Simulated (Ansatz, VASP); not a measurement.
**One calculation of Au, two programs**

Contents of INCAR:

```
PREC = Accurate ; ENCUT = 600
EDIFF = 1E-6 ; ISMEAR = 0
SIGMA = 0.1 ; LREAL = False
LASPH = True ; NELM = 80
ALGO = Fast ; ISIF = 3
LWAVE = False ; LCHARG = False
GGA = PS ; IBRION = 2
NSW = 80 ; EDIFFG = -0.01
```

Contents of KPOINTS:

```
regular mesh
0
Gamma
  18 18 6
```

The input POSCAR:

```
Au
1.0
    2.8862171303      0.0000000000      0.0000000000
   -1.4431085651      2.4995373557      0.0000000000
    0.0000000000      0.0000000000      9.4449087148
Au
4
Direct
    0.0000000000      0.0000000000      0.0000000000
    0.0000000000      0.0000000000      0.5000000000
    0.3333333333      0.6666666667      0.2500000000
    0.6666666667      0.3333333333      0.7500000000
```

Input for Ansatz:

```yaml
crystal:
  lattice:
    - [2.8862171303, 0.0, 0.0]
    - [-1.4431085651, 2.4995373557, 0.0]
    - [0.0, 0.0, 9.4449087148]
  atoms:
    - { symbol: Au, position: [0.0, 0.0, 0.0] }
    - { symbol: Au, position: [0.0, 0.0, 0.5] }
    - { symbol: Au, position: [0.3333333333, 0.6666666667, 0.25] }
    - { symbol: Au, position: [0.6666666667, 0.3333333333, 0.75] }
basis:
  ecutwfc: 420
kpoints:
  mp_grid: { grid: [18, 18, 6] }
hamiltonian:
  xc: pbesol
scf:
  occupations: { method: gaussian, width: 0.1 }
output:
  forces: true
  stress: true
  eigenvalues: true
relax:
  adjacent_minimum: "off"
  f_tol: 0.01
  max_steps: 60
  cell: { stress_tol: 0.1 }
```

Alike in both runs: task relaxation of cell and atoms; functional PBEsol; k mesh 18 × 18 × 6; occupations gaussian, width 0.1 eV; no spin polarisation.

|  | VASP | Ansatz |
| --- | --- | --- |
| version | VASP 6.6.1 | Ansatz 0.2.0 |
| potentials or method | VASP PAW PBE potentials, release 64 (Au), cutoff 600 eV | scalar-relativistic, plane waves, PAW |
| valence electrons in the cell | 44 | 76 |

```csv
,VASP,Ansatz,Ansatz less VASP
"gap on the k mesh at the Fermi level, each at its own relaxed structure (eV)",none,none,-
relaxed volume (Å³/atom),17.00,17.02,+0.020
relaxed cell length with the largest relative difference (Å),9.490,9.497,+0.0071
```

VASP's potentials were made for PBE, not for PBEsol. A gap of «none» marks a metal or a gap that the smearing closes. VASP's potentials hold 44 valence electrons a cell and Ansatz's 76, so a difference there can come from the potentials and not from the codes.

Spin-orbit coupling is off throughout.
